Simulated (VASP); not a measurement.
Wanted: the native input for a VASP 6.6.1 run.

| Property | Result |
| --- | --- |
| Task | single point |
| Functional | PBE |
| Dispersion | D3(BJ) |
| Potentials or basis | VASP PAW PBE potentials, release 64 (Al, N) |
| Cutoff | 600 eV |
| k mesh | 10 × 10 × 10 |
| Occupations | gaussian, width 0.05 eV |
| Spin | no spin polarisation |
| Dipole correction | no |
| Further INCAR settings | ALGO = Normal; EDIFF = 1e-06; NBANDS = 11 |

The structure of AlN lies in POSCAR:

```
AlN
1.0
    0.0000000000      1.9780005664      1.9780005664
    1.9780005664      0.0000000000      1.9780005664
    1.9780005664      1.9780005664      0.0000000000
Al N
1 1
Direct
    0.0000000000      0.0000000000      0.0000000000
    0.5000000000      0.5000000000      0.5000000000
```

These files were run (other wordings do the same):

INCAR

```
SYSTEM = AlN
PREC = Accurate
ENCUT = 600
EDIFF = 1E-6
ISMEAR = 0
SIGMA = 0.05
LREAL = .False.
LASPH = .True.
NELM = 120
ALGO = Normal
ISIF = 2
LWAVE = .False.
LCHARG = .True.
GGA = PE
IVDW = 12
LELF = .True.
LVHAR = .True.
NBANDS = 11
GGA_COMPAT = .False.
```

KPOINTS

```
regular mesh
0
Gamma
  10 10 10
  0 0 0
```

Potentials or basis: VASP PAW PBE potentials, release 64 (Al, N).

The run is started by

```console
$ cat potpaw_PBE.64/Al/POTCAR potpaw_PBE.64/N/POTCAR > POTCAR
$ mpirun -np 1 vasp_std > vasp.out
```

Results of the run:

- Pressure: 17.3 GPa
- Band gap on the k mesh: 5.19 eV, indirect (least direct gap 6.66 eV)
- Dispersion energy per atom: -0.364 eV

Run time: 11 s on 1 thread of Intel Xeon 8259CL (shared host), peak memory 0.15 GiB.
